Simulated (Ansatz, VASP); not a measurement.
**One calculation of PbO, two programs**

POSCAR

```
PbO
1.0
    4.1251092480      0.0000000000      0.0000000000
    0.0000000000      4.1251092480      0.0000000000
    0.0000000000      0.0000000000      5.2124342400
Pb O
2 2
Direct
    0.0000000000      0.5000000000      0.2351000000
    0.5000000000      0.0000000000      0.7649000000
    0.0000000000      0.0000000000      0.0000000000
    0.5000000000      0.5000000000      0.0000000000
```

INCAR.step1

```
SYSTEM = PbO
ALGO = Normal
EDIFF = 1E-4
ENCUT = 520
GGA = PE
ISMEAR = 0
LASPH = .True.
LCHARG = .False.
LREAL = .False.
LWAVE = .True.
NBANDS = 28
NELM = 60
PREC = Accurate
SIGMA = 0.02
```

Contents of INCAR.step2:

```
SYSTEM = PbO
ALGO = Normal
EDIFF = 1E-7
ENCUT = 520
ISIF = 2
ISMEAR = 0
ISTART = 1
LASPH = .True.
LCHARG = .True.
LELF = .True.
LMIXTAU = .True.
LREAL = .False.
LVHAR = .True.
LWAVE = .False.
METAGGA = R2SCAN
NBANDS = 28
NELM = 60
PREC = Accurate
SIGMA = 0.02
```

Contents of KPOINTS:

```
k-points
0
Gamma
  8 8 6
  0 0 0
```

Input for Ansatz:

```yaml
crystal:
  lattice:
    - [4.125109248, 0.0, 0.0]
    - [0.0, 4.125109248, 0.0]
    - [0.0, 0.0, 5.21243424]
  atoms:
    - { symbol: Pb, position: [0.0, 0.5, 0.2351] }
    - { symbol: Pb, position: [0.5, 0.0, 0.7649] }
    - { symbol: O, position: [0.0, 0.0, 0.0] }
    - { symbol: O, position: [0.5, 0.5, 0.0] }
basis:
  ecutwfc: 500
kpoints:
  mp_grid: { grid: [8, 8, 6] }
hamiltonian:
  xc: r2scan
scf:
  occupations: { method: gaussian, width: 0.02 }
output:
  forces: true
  stress: true
  eigenvalues: true
```

Alike in both runs: task single point; functional r2SCAN; k mesh 8 × 8 × 6; occupations gaussian, width 0.02 eV; no spin polarisation.

```csv
,VASP,Ansatz
version,VASP 6.6.1,Ansatz 0.2.0
potentials or method,"VASP PAW PBE potentials, release 64 (Pb_d, O), cutoff 520 eV","scalar-relativistic, plane waves, PAW"
valence electrons in the cell,40,40
```

Ansatz gave:

| Item | Value |
| --- | --- |
| gap on the k mesh at the Fermi level (eV) | 1.70 |
| least direct gap on the mesh (eV) | 2.38 |
| pressure (GPa) | -6.4 |
| traceless stress, the component that is largest in VASP (GPa) | 0.82 |
| rms of the force components (eV/Å) | 0.520 |

**Question.** What did VASP give for the same quantities?

**Answer.** gap on the k mesh at the Fermi level (eV): 1.70; least direct gap on the mesh (eV): 2.37; pressure (GPa): -6.1; traceless stress, the component that is largest in VASP (GPa): 0.73; rms of the force components (eV/Å): 0.487.

VASP's potentials were made for PBE, not for r2SCAN. Atom by atom the forces differ by 0.033 eV/Å (rms over components).

Spin-orbit coupling is off throughout.
